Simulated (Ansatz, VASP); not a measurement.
## AlFeB3: VASP beside Ansatz

```xyz
5
Lattice="3.6311 0.0028 0.0031 1.1444 3.6851 0.0043 1.0396 0.7831 3.6327" Properties=species:S:1:pos:R:3 pbc="T T T"
Al    3.0826    0.1333    0.1584
Fe    3.2969    2.1498    1.7709
B     3.3686    3.1202    3.5810
B     3.3660    4.1458    2.3193
B     1.4238    1.6285    1.2708
```

Change from the starting cell: the structure that the rattled cubic perovskite type (Pm-3m, No. 221) fell into.

Alike in both runs: functional PBE; k mesh 12 × 10 × 10; occupations gaussian, width 0.1 eV; no spin polarisation.

Ansatz relaxed the structure, and its values are those at the end. VASP's run is a single point on that final structure, the one shown.

|  | VASP | Ansatz |
| --- | --- | --- |
| version | VASP 6.6.1 | Ansatz 0.2.0 |
| potentials or method | VASP PAW PBE potentials, release 64 (Al, Fe, B), cutoff 520 eV | scalar-relativistic, plane waves, PAW |
| valence electrons in the cell | 20 | 28 |

|  | VASP | Ansatz | Ansatz less VASP |
| --- | --- | --- | --- |
| gap on the k mesh at the Fermi level (eV) | none | none | - |
| pressure (GPa) | 0.2 | 0.0 | -0.16 |
| rms of the force components (eV/Å) | 0.014 | 0.002 | -0.0117 |

A gap of «none» marks a metal or a gap that the smearing closes. VASP's potentials hold 20 valence electrons a cell and Ansatz's 28, so a difference there can come from the potentials and not from the codes.
